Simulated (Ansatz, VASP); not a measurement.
# Two plane-wave programs on NbTe6Mo2

```
Nb Te Mo
1.0
     3.08727    1.78243    7.99082
    -3.08727    1.78243    7.99082
     0.00000   -3.56487    7.99082
Nb Te Mo
1 6 2
Direct
  0.00000 0.00000 0.00000
  0.58528 0.26005 0.92279
  0.26005 0.92279 0.58528
  0.92279 0.58528 0.26005
  0.07721 0.41472 0.73995
  0.73995 0.07721 0.41472
  0.41472 0.73995 0.07721
  0.66664 0.66664 0.66664
  0.33336 0.33336 0.33336
```

Alike in both runs: functional PBE; k mesh 6 × 6 × 6; occupations gaussian, width 0.1 eV; no spin polarisation.

Ansatz relaxed the structure, and its values are those at the end. VASP's run is a single point on that final structure, the one shown.

```csv
,VASP,Ansatz
version,VASP 6.6.1,Ansatz 0.2.0
potentials or method,"VASP PAW PBE potentials, release 64 (Nb_sv, Te, Mo_sv), cutoff 520 eV","scalar-relativistic, plane waves, PAW"
valence electrons in the cell,77,137
```

```tsv
	VASP	Ansatz	Ansatz less VASP
gap on the k mesh at the Fermi level (eV)	none	none	-
pressure (GPa)	0.0	0.0	+0.03
rms of the force components (eV/Å)	0.004	0.000	-0.0037
```

A gap of «none» marks a metal or a gap that the smearing closes. With one functional, cell and mesh, what is left measures potentials, basis and numerics. VASP's potentials hold 77 valence electrons a cell and Ansatz's 137, so a difference there can come from the potentials and not from the codes.

Neither program's run includes spin-orbit coupling.
